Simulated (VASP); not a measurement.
# NbRu3C (Pm-3m) in VASP: a series of runs

NbRu3C is run at these levels: PBEsol; tasks: single point.

Everything below comes from runs of VASP 6.6.1. Logs are shortened: lines on timing, memory, paths and dates and some standing lists are left out, and cuts for length are marked.

## Step 1: The cell of the first run

Symmetry: Pm-3m, No. 221, cubic system. Conventional cell: a = 3.902 Å, b = 3.902 Å, c = 3.902 Å, α = 90.00°, β = 90.00°, γ = 90.00°. Within 2.6 Å of Ru (site symmetry 4/mmm) lie 2 C at 1.95 Å. Nb (site symmetry m-3m) has 12 Ru at 2.76 Å and 8 C at 3.38 Å within 3.6 Å. Within 2.6 Å of C (site symmetry m-3m) lie 6 Ru at 1.95 Å.

## Step 2: Single point, PBEsol

Input file INCAR:

```
SYSTEM = NbRu3C
PREC     = Accurate       ! precision mode
ENCUT    = 520            ! plane-wave cutoff, eV
EDIFF    = 1E-6           ! SCF threshold, eV
ISMEAR   = -1             ! smearing method
SIGMA    = 0.05           ! smearing width, eV
LREAL    = .False.        ! projectors in reciprocal space
LASPH    = .True.         ! aspherical terms in the spheres
NELM     = 60             ! most SCF steps
ALGO     = Normal         ! electronic algorithm
ISIF     = 2              ! what is computed and relaxed
LWAVE    = .False.        ! write WAVECAR
LCHARG   = .False.        ! write CHGCAR
GGA      = PS             ! functional
NBANDS   = 38             ! bands
```

Input file KPOINTS:

```
Automatic mesh
0
Gamma
  7 7 7
  0 0 0
```

Input file POSCAR:

```
NbRu3C
1.0
    3.9019482781      0.0000000000      0.0000000000
    0.0000000000      3.9019482781      0.0000000000
    0.0000000000      0.0000000000      3.9019482781
Ru Nb C
3 1 1
Direct
    0.5000000000      0.5000000000      0.0000000000
    0.5000000000      0.0000000000      0.5000000000
    0.0000000000      0.5000000000      0.5000000000
    0.0000000000      0.0000000000      0.0000000000
    0.5000000000      0.5000000000      0.5000000000
```

Potentials or basis: VASP PAW PBE potentials, release 64 (Ru_pv, Nb_sv, C).

Command:

```bash
> cat potpaw_PBE.64/Ru_pv/POTCAR potpaw_PBE.64/Nb_sv/POTCAR potpaw_PBE.64/C/POTCAR > POTCAR
> mpirun -np 1 vasp_std > vasp.out
```

OUTCAR:

```text
SYSTEM = NbRu3C
   PREC = Accurate
   ENCUT = 520
   EDIFF = 1E-6
   ISMEAR = -1
   LREAL = .False.
   LASPH = .True.
   NELM = 60
   ISIF = 2
   GGA = PS

 ion  position               nearest neighbor table
   1  0.500  0.500  0.000-   5 1.95   5 1.95   4 2.76   2 2.76   2 2.76   3 2.76   3 2.76   2 2.76
                             4 2.76   2 2.76   3 2.76   4 2.76   3 2.76   4 2.76
   2  0.500  0.000  0.500-   5 1.95   5 1.95   4 2.76   1 2.76   1 2.76   4 2.76   1 2.76   3 2.76
                             3 2.76   1 2.76   3 2.76   4 2.76   4 2.76   3 2.76
   3  0.000  0.500  0.500-   5 1.95   5 1.95   4 2.76   1 2.76   1 2.76   4 2.76   2 2.76   4 2.76
                             4 2.76   1 2.76   2 2.76   2 2.76   1 2.76   2 2.76
   4  0.000  0.000  0.000-   1 2.76   2 2.76   3 2.76   2 2.76   3 2.76   1 2.76   3 2.76   3 2.76
                             1 2.76   2 2.76   2 2.76   1 2.76
   5  0.500  0.500  0.500-   1 1.95   2 1.95   3 1.95   1 1.95   2 1.95   3 1.95

  LATTYP: Found a simple cubic cell.
 ALAT       =     3.9019482781

  Lattice vectors:

 A1 = (   3.9019482781,   0.0000000000,   0.0000000000)
 A2 = (   0.0000000000,   3.9019482781,   0.0000000000)
 A3 = (   0.0000000000,   0.0000000000,   3.9019482781)

Analysis of symmetry for initial positions (statically):
=====================================================================
 Subroutine PRICEL returns:
 Original cell was already a primitive cell.

 Routine SETGRP: Setting up the symmetry group for a
 simple cubic supercell.

 Subroutine GETGRP returns: Found 48 space group operations
 (whereof 48 operations were pure point group operations)
 out of a pool of 48 trial point group operations.

The static configuration has the point symmetry O_h .

Analysis of symmetry for dynamics (positions and initial velocities):
=====================================================================
 Subroutine PRICEL returns:
 Original cell was already a primitive cell.

 Routine SETGRP: Setting up the symmetry group for a
 simple cubic supercell.

 Subroutine GETGRP returns: Found 48 space group operations
 (whereof 48 operations were pure point group operations)
 out of a pool of 48 trial point group operations.

The dynamic configuration has the point symmetry O_h .

 Subroutine INISYM returns: Found 48 space group operations
 (whereof 48 operations are pure point group operations),
 and found     1 'primitive' translations

----------------------------------------------------------------------------------------

                                     Primitive cell

  volume of cell :      59.4079

  direct lattice vectors                    reciprocal lattice vectors
     3.901948278  0.000000000  0.000000000     0.256282228  0.000000000  0.000000000
     0.000000000  3.901948278  0.000000000     0.000000000  0.256282228  0.000000000
     0.000000000  0.000000000  3.901948278     0.000000000  0.000000000  0.256282228

  length of vectors
     3.901948278  3.901948278  3.901948278     0.256282228  0.256282228  0.256282228

  position of ions in fractional coordinates (direct lattice)
     0.500000000  0.500000000  0.000000000
     0.500000000  0.000000000  0.500000000
     0.000000000  0.500000000  0.500000000
     0.000000000  0.000000000  0.000000000
     0.500000000  0.500000000  0.500000000

  ion indices of the primitive-cell ions
   primitive index   ion index
                 1           1
                 2           2
                 3           3
                 4           4
                 5           5

----------------------------------------------------------------------------------------

 KPOINTS: Automatic mesh

Automatic generation of k-mesh.
 Grid dimensions read from file:
 generate k-points for:    7    7    7

 Generating k-lattice:

  Cartesian coordinates                     Fractional coordinates (reciprocal lattice)
     0.036611747  0.000000000  0.000000000     0.142857143  0.000000000  0.000000000
     0.000000000  0.036611747  0.000000000     0.000000000  0.142857143  0.000000000
     0.000000000  0.000000000  0.036611747     0.000000000  0.000000000  0.142857143

  Length of vectors
     0.036611747  0.036611747  0.036611747

  Shift w.r.t. Gamma in fractional coordinates (k-lattice)
     0.000000000  0.000000000  0.000000000

 Subroutine IBZKPT returns following result:
 ===========================================

 Found     20 irreducible k-points:

 Following reciprocal coordinates:
            Coordinates               Weight
  0.000000  0.000000  0.000000      1.000000
  0.142857  0.000000  0.000000      6.000000
  0.285714  0.000000  0.000000      6.000000
  0.428571  0.000000  0.000000      6.000000
  0.142857  0.142857  0.000000     12.000000
  0.285714  0.142857  0.000000     24.000000
[... 12 lines left out ...]
  0.428571  0.428571  0.285714     24.000000
  0.428571  0.428571  0.428571      8.000000
   k-points           NKPTS =     20   k-points in BZ     NKDIM =     20   number of bands    NBANDS=     38
   number of dos      NEDOS =    301   number of ions     NIONS =      5
   total plane-waves  NPLWV =  27000
   dimension x,y,z NGX =    30 NGY =   30 NGZ =   30
   dimension x,y,z NGXF=    60 NGYF=   60 NGZF=   60
   ions per type =               3   1   1
   NGX,Y,Z   is equivalent  to a cutoff of  12.78, 12.78, 12.78 a.u.
   NGXF,Y,Z  is equivalent  to a cutoff of  25.56, 25.56, 25.56 a.u.
 SYSTEM =  NbRu3C
   PREC   = accura    normal or accurate (medium, high low for compatibility)
   ISTART =      0    job   : 0-new  1-cont  2-samecut
   ICHARG =      2    charge: 1-file 2-atom 10-const
   ISPIN  =      1    spin polarized calculation?
   LNONCOLLINEAR =      F non collinear calculations
   LSORBIT =      F    spin-orbit coupling
   LASPH  =      T    aspherical Exc in radial PAW
   ENCUT  =  520.0 eV  38.22 Ry    6.18 a.u.   7.26  7.26  7.26*2*pi/ulx,y,z
   NELM   =     60;   NELMIN=  2; NELMDL= -5     # of ELM steps
   EDIFF  = 0.1E-05   stopping-criterion for ELM
   LREAL  =      F    real-space projection
   EDIFFG = 0.1E-04   stopping-criterion for IOM
   NSW    =      0    number of steps for IOM
   IBRION =     -1    ionic relax: 0-MD 1-quasi-New 2-CG
   NFREE  =      0    steps in history (QN), initial steepest desc. (CG)
   ISIF   =      2    stress and relaxation
   ISYM   =      2    0-nonsym 1-usesym 2-fastsym
   POTIM  = 0.5000    time-step for ionic-motion
   TEBEG  =    0.0;   TEEND  =   0.0 temperature during run
   PSTRESS=    0.0 pullay stress
   NELECT =      59.0000    total number of electrons
   NUPDOWN=      -1.0000    fix difference up-down
   EMIN   =  10.00;   EMAX   =-10.00  energy-range for DOS
   EFERMI =   0.00;   METHOD = LEGACY
   ISMEAR =    -1;   SIGMA  =   0.05  broadening in eV -4-tet -1-fermi 0-gaus
   EFERMI_NEDOS =   21; number of points for ismear=-14 and -15
   IALGO  =     38    algorithm
   IMIX   =      4    mixing-type and parameters
     AMIX     =   0.40;   BMIX     =  1.00
     AMIX_MAG =   1.60;   BMIX_MAG =  1.00
  volume/ion in A,a.u.               =      11.88        80.18
  Fermi-wavevector in a.u.,A,eV,Ry     =   1.633343  3.086570 36.297738  2.667809
  Thomas-Fermi vector in A             =   2.725163
   LORBIT       =      0    0 simple, 1 ext, 2 COOP (PROOUT), +10 PAW based schemes
   GGA     = PS    functional components
   LHFCALC =     F    Hartree Fock is set to
   AEXX    =    0.0000 exact exchange contribution
   IVDW    =     0    specifies the selected vdW correction
   LEPSILON=     F    determine dielectric tensor
   LRPA    =     F    only Hartree local field effects (RPA)
 non-spin polarized calculation
  energy-cutoff  :      520.00
  volume of cell :       59.41
 maximum number of plane-waves:      1614
 NGX is ok and might be reduce to    30
   NGX = 15   NGY = 15   NGZ = 15

 number of electron      58.9999985 magnetization

 Free energy of the ion-electron system (eV)
  ---------------------------------------------------
  ext. energy  EPLUGINS =         0.00000000
  ---------------------------------------------------
  free energy    TOTEN  =       -50.99174821 eV

  energy without entropy =      -50.97611933  energy(sigma->0) =      -50.98393377

 E-fermi :  14.1510     XC(G=0): -14.2047

 val. band max:       14.0516103254   @ k =   0.4286   0.1429   0.1429
 cond. band min:      14.1554837971   @ k =   0.2857   0.2857   0.2857
 fundamental gap:      0.1038734717
 Fermi energy:        14.1509968777

 k-point     1 :       0.0000    0.0000    0.0000
  band No.  band energies     occupation
      1     -41.6310      2.00000
      2     -29.9472      2.00000
      3     -29.9472      2.00000
      4     -29.9472      2.00000
      5     -29.0966      2.00000
      6     -29.0966      2.00000
[... 30 lines left out ...]
     37      17.6941      0.00000
     38      19.7644      0.00000

 k-point     2 :       0.1429    0.0000    0.0000
  band No.  band energies     occupation
      1     -41.6312      2.00000
      2     -29.9368      2.00000
      3     -29.9368      2.00000
      4     -29.9289      2.00000
      5     -29.1037      2.00000
      6     -29.1037      2.00000
[... 30 lines left out ...]
     37      17.6792      0.00000
     38      19.4445      0.00000

 k-point     3 :       0.2857    0.0000    0.0000
  band No.  band energies     occupation
      1     -41.6318      2.00000
      2     -29.9123      2.00000
      3     -29.9123      2.00000
      4     -29.8843      2.00000
      5     -29.1502      2.00000
      6     -29.1278      2.00000
[... 30 lines left out ...]
     37      17.6510      0.00000
[... 617 lines left out ...]
 k-point    19 :       0.4286    0.4286    0.2857
  band No.  band energies     occupation
      1     -41.6285      2.00000
      2     -30.3247      2.00000
      3     -29.6205      2.00000
      4     -29.5451      2.00000
      5     -29.3947      2.00000
      6     -29.3514      2.00000
[... 30 lines left out ...]
     37      18.3563      0.00000
     38      19.5295      0.00000

 k-point    20 :       0.4286    0.4286    0.4286
  band No.  band energies     occupation
      1     -41.6271      2.00000
      2     -30.3951      2.00000
      3     -29.5423      2.00000
      4     -29.5423      2.00000
      5     -29.4022      2.00000
      6     -29.4011      2.00000
[... 30 lines left out ...]
     37      17.1622      0.00000
     38      20.3511      0.00000

------------------------ aborting loop because EDIFF is reached ----------------------------------------

  FORCE on cell =-STRESS in cart. coord.  units (eV):
  Direction    XX          YY          ZZ          XY          YZ          ZX
  --------------------------------------------------------------------------------------
  -------------------------------------------------------------------------------------
  Total       11.1302862     11.1302862     11.1302862     -0.0000000     -0.0000000     -0.0000000
  in kB      300.1735271    300.1735271    300.1735271     -0.0000000     -0.0000000     -0.0000000
  external PRESSURE =     300.1735271 kB  Pullay stress =       0.0000000 kB

 VOLUME and BASIS-vectors are now :
 -----------------------------------------------------------------------------
  energy-cutoff  :      520.00
  volume of cell :       59.41
      direct lattice vectors                 reciprocal lattice vectors
     3.901948278  0.000000000  0.000000000     0.256282228  0.000000000  0.000000000
     0.000000000  3.901948278  0.000000000     0.000000000  0.256282228  0.000000000
     0.000000000  0.000000000  3.901948278     0.000000000  0.000000000  0.256282228

 POSITION                                       TOTAL-FORCE (eV/Angst)
 -----------------------------------------------------------------------------------
      1.95097      1.95097      0.00000         0.000000      0.000000      0.000000
      1.95097      0.00000      1.95097         0.000000      0.000000      0.000000
      0.00000      1.95097      1.95097         0.000000      0.000000      0.000000
      0.00000      0.00000      0.00000         0.000000      0.000000      0.000000
      1.95097      1.95097      1.95097         0.000000      0.000000      0.000000
 -----------------------------------------------------------------------------------
    total drift:                                0.000000      0.000000     -0.000000

  FREE ENERGIE OF THE ION-ELECTRON SYSTEM (eV)
  ---------------------------------------------------
  free  energy   TOTEN  =       -50.9917482119 eV

  energy  without entropy=      -50.9761193299  energy(sigma->0) =      -50.98393377
```

Wall time 46 s (1 thread of Intel Xeon Platinum 8375C at 2.90GHz (Ice Lake), shared host); peak memory 0.19 GiB.

What came out:

```
Free energy : -50.9917 eV
Pressure    : 30.0 GPa
```

Caveat: the PAW data sets were made with another functional, which shifts forces and pressure a little.

[end of part 1 of 2]
